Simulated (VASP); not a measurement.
# Al2O3 (P-3m1) in VASP: notebook

The runs below take Al2O3 through single point, with r2SCAN.

All numbers are computed with VASP 6.6.1; they aren't measurements. Logs are shortened: lines on timing, memory, paths and dates and some standing lists are left out, and cuts for length are marked.

### Step 1. The cell of the first run

The structure is trigonal, space group P-3m1 (No. 164). Conventional cell: a = 2.897 Å, b = 2.897 Å, c = 6.969 Å, α = 90.00°, β = 90.00°, γ = 120.00°. Within 2.1 Å of Al (site symmetry 3m) lie 4 O at 1.55 to 1.76 Å. O (site symmetry 3m) has 3 Al at 1.76 Å within 2.3 Å. Within 2.1 Å of O (site symmetry -3m) lie 2 Al at 1.55 Å.

### Step 2. Single point, r2SCAN (strain -0.040 along x and y, -0.080 along z)

Input file POSCAR:

```
Al2O3
1.0
    2.8967832423      0.0000000000      0.0000000000
   -1.4483916211      2.5086878770      0.0000000000
    0.0000000000      0.0000000000      6.9686651220
Al O
2 3
Direct
    0.0000000000      0.0000000000      0.2779510000
    0.0000000000      0.0000000000      0.7220490000
    0.3333333333      0.6666666667      0.1994540000
    0.6666666667      0.3333333333      0.8005460000
    0.0000000000      0.0000000000      0.5000000000
```

Input file INCAR.step1:

```
ALGO = Normal ; EDIFF = 1E-4
ENCUT = 520 ; GGA = PE
ISMEAR = 0 ; LASPH = True
LCHARG = False ; LREAL = False
LWAVE = True ; NBANDS = 20
NELM = 60 ; PREC = Accurate
SIGMA = 0.05
```

Input file INCAR.step2:

```
ALGO = Normal ; EDIFF = 1E-7
ENCUT = 520 ; ISIF = 2
ISMEAR = 0 ; ISTART = 1
LASPH = True ; LCHARG = False
LMIXTAU = True ; LREAL = False
LWAVE = False ; METAGGA = R2SCAN
NBANDS = 20 ; NELM = 60
PREC = Accurate ; SIGMA = 0.05
```

Input file KPOINTS:

```
k-points
0
Gamma
  12 12 4
```

Potentials or basis: VASP PAW PBE potentials, release 64 (Al, O).

Launch:

```sh
$ cat potpaw_PBE.64/Al/POTCAR potpaw_PBE.64/O/POTCAR > POTCAR
$ cp INCAR.step1 INCAR
$ mpirun -np 1 vasp_std > vasp.out
$ cp INCAR.step2 INCAR
$ mpirun -np 1 vasp_std > vasp.out
```

OUTCAR:

```text
EDIFF = 1E-7
   ENCUT = 520
   ISIF = 2
   ISMEAR = 0
   ISTART = 1
   LASPH = True
   LREAL = False
   METAGGA = R2SCAN
   NELM = 60
   PREC = Accurate

 ion  position               nearest neighbor table
   1  0.000  0.000  0.278-   5 1.55   3 1.76   3 1.76   3 1.76   2 3.09
   2  0.000  0.000  0.722-   5 1.55   4 1.76   4 1.76   4 1.76   1 3.09
   3  0.333  0.667  0.199-   1 1.76   1 1.76   1 1.76
   4  0.667  0.333  0.801-   2 1.76   2 1.76   2 1.76
   5  0.000  0.000  0.500-   1 1.55   2 1.55

  LATTYP: Found a hexagonal cell.
 ALAT       =     2.8967832423
 C/A-ratio  =     2.4056563916

  Lattice vectors:

 A1 = (   2.8967832423,   0.0000000000,   0.0000000000)
 A2 = (  -1.4483916211,   2.5086878770,   0.0000000000)
 A3 = (   0.0000000000,   0.0000000000,   6.9686651220)

Analysis of symmetry for initial positions (statically):
=====================================================================
 Subroutine PRICEL returns:
 Original cell was already a primitive cell.

 Routine SETGRP: Setting up the symmetry group for a
 hexagonal supercell.

 Subroutine GETGRP returns: Found 12 space group operations
 (whereof 12 operations were pure point group operations)
 out of a pool of 24 trial point group operations.

The static configuration has the point symmetry D_3d.

Analysis of symmetry for dynamics (positions and initial velocities):
=====================================================================
 Subroutine PRICEL returns:
 Original cell was already a primitive cell.

 Routine SETGRP: Setting up the symmetry group for a
 hexagonal supercell.

 Subroutine GETGRP returns: Found 12 space group operations
 (whereof 12 operations were pure point group operations)
 out of a pool of 24 trial point group operations.

The dynamic configuration has the point symmetry D_3d.

 Subroutine INISYM returns: Found 12 space group operations
 (whereof 12 operations are pure point group operations),
 and found     1 'primitive' translations

----------------------------------------------------------------------------------------

                                     Primitive cell

  volume of cell :      50.6422

  direct lattice vectors                    reciprocal lattice vectors
     2.896783242  0.000000000  0.000000000     0.345210503  0.199307377  0.000000000
    -1.448391621  2.508687877  0.000000000     0.000000000  0.398614754  0.000000000
     0.000000000  0.000000000  6.968665122     0.000000000  0.000000000  0.143499506

  length of vectors
     2.896783242  2.896783242  6.968665122     0.398614754  0.398614754  0.143499506

  position of ions in fractional coordinates (direct lattice)
     0.000000000  0.000000000  0.277951000
     0.000000000  0.000000000  0.722049000
     0.333333333  0.666666667  0.199454000
     0.666666667  0.333333333  0.800546000
     0.000000000  0.000000000  0.500000000

  ion indices of the primitive-cell ions
   primitive index   ion index
                 1           1
                 2           2
                 3           3
                 4           4
                 5           5

----------------------------------------------------------------------------------------

 KPOINTS: k-points

Automatic generation of k-mesh.
 Grid dimensions read from file:
 generate k-points for:   12   12    4

 Generating k-lattice:

  Cartesian coordinates                     Fractional coordinates (reciprocal lattice)
     0.028767542  0.016608948  0.000000000     0.083333333 -0.000000000  0.000000000
     0.000000000  0.033217896  0.000000000     0.000000000  0.083333333  0.000000000
     0.000000000  0.000000000  0.035874876     0.000000000  0.000000000  0.250000000

  Length of vectors
     0.033217896  0.033217896  0.035874876

  Shift w.r.t. Gamma in fractional coordinates (k-lattice)
     0.000000000  0.000000000  0.000000000

 Subroutine IBZKPT returns following result:
 ===========================================

 Found     69 irreducible k-points:

 Following reciprocal coordinates:
            Coordinates               Weight
  0.000000  0.000000  0.000000      1.000000
  0.083333 -0.000000  0.000000      6.000000
  0.166667 -0.000000  0.000000      6.000000
  0.250000 -0.000000  0.000000      6.000000
  0.333333 -0.000000  0.000000      6.000000
  0.416667 -0.000000  0.000000      6.000000
[... 16 lines left out ...]
  0.166667 -0.000000  0.250000      6.000000
  0.000000  0.166667  0.250000      6.000000
 [... further k-points ...]
   k-points           NKPTS =     69   k-points in BZ     NKDIM =     69   number of bands    NBANDS=     20
   number of dos      NEDOS =    301   number of ions     NIONS =      5
   total plane-waves  NPLWV =  31104
   dimension x,y,z NGX =    24 NGY =   24 NGZ =   54
   dimension x,y,z NGXF=    48 NGYF=   48 NGZF=  108
   ions per type =               2   3
   NGX,Y,Z   is equivalent  to a cutoff of  13.77, 13.77, 12.88 a.u.
   NGXF,Y,Z  is equivalent  to a cutoff of  27.55, 27.55, 25.76 a.u.
 SYSTEM =  unknown system
   PREC   = accura    normal or accurate (medium, high low for compatibility)
   ISTART =      1    job   : 0-new  1-cont  2-samecut
   ICHARG =      0    charge: 1-file 2-atom 10-const
   ISPIN  =      1    spin polarized calculation?
   LNONCOLLINEAR =      F non collinear calculations
   LSORBIT =      F    spin-orbit coupling
   LASPH  =      T    aspherical Exc in radial PAW
   ENCUT  =  520.0 eV  38.22 Ry    6.18 a.u.   5.39  5.39 12.96*2*pi/ulx,y,z
   NELM   =     60;   NELMIN=  2; NELMDL=  0     # of ELM steps
   EDIFF  = 0.1E-06   stopping-criterion for ELM
   LREAL  =      F    real-space projection
   EDIFFG = 0.1E-05   stopping-criterion for IOM
   NSW    =      0    number of steps for IOM
   IBRION =     -1    ionic relax: 0-MD 1-quasi-New 2-CG
   NFREE  =      0    steps in history (QN), initial steepest desc. (CG)
   ISIF   =      2    stress and relaxation
   ISYM   =      2    0-nonsym 1-usesym 2-fastsym
   POTIM  = 0.5000    time-step for ionic-motion
   TEBEG  =    0.0;   TEEND  =   0.0 temperature during run
   PSTRESS=    0.0 pullay stress
   NELECT =      24.0000    total number of electrons
   NUPDOWN=      -1.0000    fix difference up-down
   EMIN   =  10.00;   EMAX   =-10.00  energy-range for DOS
   EFERMI =   0.00;   METHOD = LEGACY
   ISMEAR =     0;   SIGMA  =   0.05  broadening in eV -4-tet -1-fermi 0-gaus
   EFERMI_NEDOS =   21; number of points for ismear=-14 and -15
   IALGO  =     38    algorithm
   IMIX   =      4    mixing-type and parameters
     AMIX     =   0.40;   BMIX     =  1.00
     AMIX_MAG =   1.60;   BMIX_MAG =  1.00
  volume/ion in A,a.u.               =      10.13        68.35
  Fermi-wavevector in a.u.,A,eV,Ry     =   1.276364  2.411978 22.165316  1.629105
  Thomas-Fermi vector in A             =   2.409024
   LORBIT       =      0    0 simple, 1 ext, 2 COOP (PROOUT), +10 PAW based schemes
   METAGGA = R2SCAN    functional components
   LHFCALC =     F    Hartree Fock is set to
   AEXX    =    0.0000 exact exchange contribution
   IVDW    =     0    specifies the selected vdW correction
   LEPSILON=     F    determine dielectric tensor
   LRPA    =     F    only Hartree local field effects (RPA)
 non-spin polarized calculation
 Gauss-broadening in eV      SIGMA  =   0.05
  energy-cutoff  :      520.00
  volume of cell :       50.64
 maximum number of plane-waves:      1406
 NGX is ok and might be reduce to    24
   NGX = 11   NGY = 11   NGZ = 25

 number of electron      23.9999990 magnetization

 Free energy of the ion-electron system (eV)
  ---------------------------------------------------
  ext. energy  EPLUGINS =         0.00000000
  ---------------------------------------------------
  free energy    TOTEN  =       -45.78619732 eV

  energy without entropy =      -45.78619732  energy(sigma->0) =      -45.78619732

 E-fermi :   4.5418     XC(G=0): -10.9447

 val. band max:        4.3355252817   @ k =   0.0000   0.0000   0.0000
 cond. band min:       9.0387288487   @ k =   0.0000   0.0000   0.0000
 fundamental gap:      4.7032035670
 Fermi energy:         4.5418395434

 k-point     1 :       0.0000    0.0000    0.0000
  band No.  band energies     occupation
      1     -16.4022      2.00000
      2     -16.0169      2.00000
      3     -13.7711      2.00000
      4      -1.4032      2.00000
      5      -0.0990      2.00000
      6       0.9353      2.00000
[... 12 lines left out ...]
     19      19.2743      0.00000
     20      19.5998      0.00000

 k-point     2 :       0.0833   -0.0000    0.0000
  band No.  band energies     occupation
      1     -16.3346      2.00000
      2     -15.9606      2.00000
      3     -13.7384      2.00000
      4      -1.3746      2.00000
      5      -0.0953      2.00000
      6       0.6725      2.00000
[... 12 lines left out ...]
     19      19.4734      0.00000
     20      19.5084      0.00000

 k-point     3 :       0.1667   -0.0000    0.0000
  band No.  band energies     occupation
      1     -16.1421      2.00000
      2     -15.8032      2.00000
      3     -13.6501      2.00000
      4      -1.3710      2.00000
      5      -0.3112      2.00000
      6       0.1584      2.00000
[... 12 lines left out ...]
     19      19.5307      0.00000
     20      19.9875      0.00000

 k-point     4 :       0.2500   -0.0000    0.0000
  band No.  band energies     occupation
      1     -15.8590      2.00000
      2     -15.5791      2.00000
      3     -13.5316      2.00000
      4      -1.6757      2.00000
      5      -1.0686      2.00000
      6      -0.1354      2.00000
[... 429 lines left out ...]
 k-point    23 :       0.1667   -0.0000    0.2500
  band No.  band energies     occupation
      1     -16.1009      2.00000
      2     -15.8543      2.00000
      3     -13.6377      2.00000
      4      -1.4426      2.00000
      5      -0.2517      2.00000
      6      -0.0205      2.00000
[... 12 lines left out ...]
     19      19.7989      0.00000
     20      19.8573      0.00000

 k-point    24 :       0.0000    0.1667    0.2500
  band No.  band energies     occupation
      1     -16.0986      2.00000
      2     -15.8571      2.00000
      3     -13.6368      2.00000
      4      -1.4636      2.00000
      5      -0.3280      2.00000
      6       0.0159      2.00000
[... 12 lines left out ...]
     19      20.0069      0.00000
     20      20.2194      0.00000

 [... further k-points ...]

------------------------ aborting loop because EDIFF is reached ----------------------------------------

  FORCE on cell =-STRESS in cart. coord.  units (eV):
  Direction    XX          YY          ZZ          XY          YZ          ZX
  --------------------------------------------------------------------------------------
  -------------------------------------------------------------------------------------
  Total        6.2093124      6.2093124     19.5416392      0.0000000      0.0000000     -0.0000000
  in kB      196.4454008    196.4454008    618.2431980      0.0000000      0.0000000     -0.0000000
  external PRESSURE =     337.0446665 kB  Pullay stress =       0.0000000 kB

 VOLUME and BASIS-vectors are now :
 -----------------------------------------------------------------------------
  energy-cutoff  :      520.00
  volume of cell :       50.64
      direct lattice vectors                 reciprocal lattice vectors
     2.896783242  0.000000000  0.000000000     0.345210503  0.199307377  0.000000000
    -1.448391621  2.508687877  0.000000000     0.000000000  0.398614754  0.000000000
     0.000000000  0.000000000  6.968665122     0.000000000  0.000000000  0.143499506

 POSITION                                       TOTAL-FORCE (eV/Angst)
 -----------------------------------------------------------------------------------
      0.00000      0.00000      1.93695         0.000000     -0.000000     -4.473620
      0.00000      0.00000      5.03172        -0.000000      0.000000      4.473620
     -0.00000      1.67246      1.38993        -0.000000      0.000000     -1.167800
      1.44839      0.83623      5.57874        -0.000000      0.000000      1.167800
      0.00000      0.00000      3.48433        -0.000000      0.000000      0.000000
 -----------------------------------------------------------------------------------
    total drift:                                0.000000      0.000000      0.000000

  FREE ENERGIE OF THE ION-ELECTRON SYSTEM (eV)
  ---------------------------------------------------
  free  energy   TOTEN  =       -45.7861973203 eV

  energy  without entropy=      -45.7861973203  energy(sigma->0) =      -45.78619732
```

It took 3.5 min on 1 thread of Intel Xeon Platinum 8375C at 2.90GHz (Ice Lake), shared host; peak memory 0.21 GiB.

Results:

* Free energy: -45.7862 eV
* Pressure: 33.7 GPa
* Largest force: 4.474 eV/Å
* Band gap on the k mesh: 4.70 eV

Forces on the atoms (eV/Å):
```
Al   0.000  0.000 -4.474
Al   0.000  0.000  4.474
O    0.000  0.000 -1.168
O    0.000  0.000  1.168
O    0.000  0.000  0.000
```

Levels at points of the mesh, in eV from the valence-band top:
| k point | band 8 | band 9 | band 10 | band 11 | band 12 | band 13 | band 14 | band 15 | band 16 | band 17 |
| --- | --- | --- | --- | --- | --- | --- | --- | --- | --- | --- |
| (0.00, 0.00, 0.00) | -3.37 | -3.37 | -1.88 | 0.00 | 0.00 | 4.70 | 7.03 | 9.78 | 13.40 | 13.64 |
| (0.50, 0.00, 0.00) | -3.95 | -3.52 | -2.72 | -1.51 | -0.56 | 6.28 | 8.55 | 10.41 | 12.13 | 12.30 |
| (0.00, 0.00, 0.50) | -3.36 | -3.14 | -2.94 | 0.00 | 0.00 | 5.57 | 6.10 | 10.67 | 11.38 | 14.69 |
| (0.50, 0.00, 0.50) | -4.04 | -3.46 | -3.07 | -1.36 | -0.55 | 7.07 | 7.44 | 10.85 | 10.96 | 13.67 |

Caveat: the cell differs from its parent crystal (strain -0.040 along x and y, -0.080 along z); the cell stands under pressure; the PAW data sets were made with another functional, which shifts forces and pressure a little. A k mesh can miss the band edges.

### Step 3. Single point, r2SCAN (strain -0.080 along x and y, +0.040 along z)

Changes to POSCAR since step 2:

```diff
@@ -2,5 +2,5 @@
 1.0
-    2.8967832423      0.0000000000      0.0000000000
-   -1.4483916211      2.5086878770      0.0000000000
-    0.0000000000      0.0000000000      6.9686651220
+    2.7760839405      0.0000000000      0.0000000000
+   -1.3880419702      2.4041592155      0.0000000000
+    0.0000000000      0.0000000000      7.8776214423
 Al O
```

Input file INCAR.step1:

```
  PREC = Accurate
  ENCUT = 520
  ISMEAR = 0
  SIGMA = 0.05
  LREAL = F
  LASPH = T
  NELM = 60
  NBANDS = 20
  GGA = PE
  ALGO = Normal
  EDIFF = 1E-4
  LWAVE = T
  LCHARG = F
```

Input file INCAR.step2:

```
  PREC = Accurate
  ENCUT = 520
  EDIFF = 1E-7
  ISMEAR = 0
  SIGMA = 0.05
  LREAL = F
  LASPH = T
  NELM = 60
  ALGO = Normal
  ISIF = 2
  LWAVE = F
  LCHARG = F
  METAGGA = R2SCAN
  LMIXTAU = T
  NBANDS = 20
  ISTART = 1
```

Input file KPOINTS:

```
Automatic mesh
0
Gamma
  12 12 4
```

Potentials or basis: VASP PAW PBE potentials, release 64 (Al, O).

Launch:

```sh
$ cat potpaw_PBE.64/Al/POTCAR potpaw_PBE.64/O/POTCAR > POTCAR
$ cp INCAR.step1 INCAR
$ mpirun -np 1 vasp_std > vasp.out
$ cp INCAR.step2 INCAR
$ mpirun -np 1 vasp_std > vasp.out
```

It took 3.8 min on 1 thread of Intel Xeon Platinum 8375C at 2.90GHz (Ice Lake), shared host; peak memory 0.21 GiB.

The run converged. Its results:

```
Free energy            : -45.4697 eV
Pressure               : 20.9 GPa
Largest force          : 3.719 eV/Å
Band gap on the k mesh : 2.33 eV
```

Forces in eV/Å, atoms in the order of the input:
```
Al   0.000  0.000  3.719
Al   0.000  0.000 -3.719
O    0.000  0.000 -1.102
O    0.000  0.000  1.102
O    0.000  0.000  0.000
```

Stress tensor (GPa, compression positive):
```
 43.26   0.00   0.00
  0.00  43.26   0.00
  0.00   0.00 -23.97
```

Levels at points of the mesh, in eV from the valence-band top:
| k point | band 9 | band 10 | band 11 | band 12 | band 13 | band 14 | band 15 | band 16 |
| --- | --- | --- | --- | --- | --- | --- | --- | --- |
| (0.00, 0.00, 0.00) | -5.92 | -4.36 | 0.00 | 0.00 | 2.33 | 4.84 | 7.05 | 10.20 |
| (0.50, 0.00, 0.00) | -5.72 | -4.61 | -3.45 | -0.77 | 3.73 | 5.66 | 8.78 | 9.18 |
| (0.00, 0.00, 0.50) | -5.92 | -4.84 | 0.00 | 0.00 | 3.37 | 3.56 | 8.15 | 8.55 |
| (0.50, 0.00, 0.50) | -5.91 | -4.59 | -3.42 | -0.77 | 4.11 | 5.11 | 8.30 | 9.08 |

Caveat: the cell differs from its parent crystal (strain -0.080 along x and y, +0.040 along z); the cell stands under pressure; the PAW data sets were made with another functional, which shifts forces and pressure a little. A k mesh can miss the band edges.
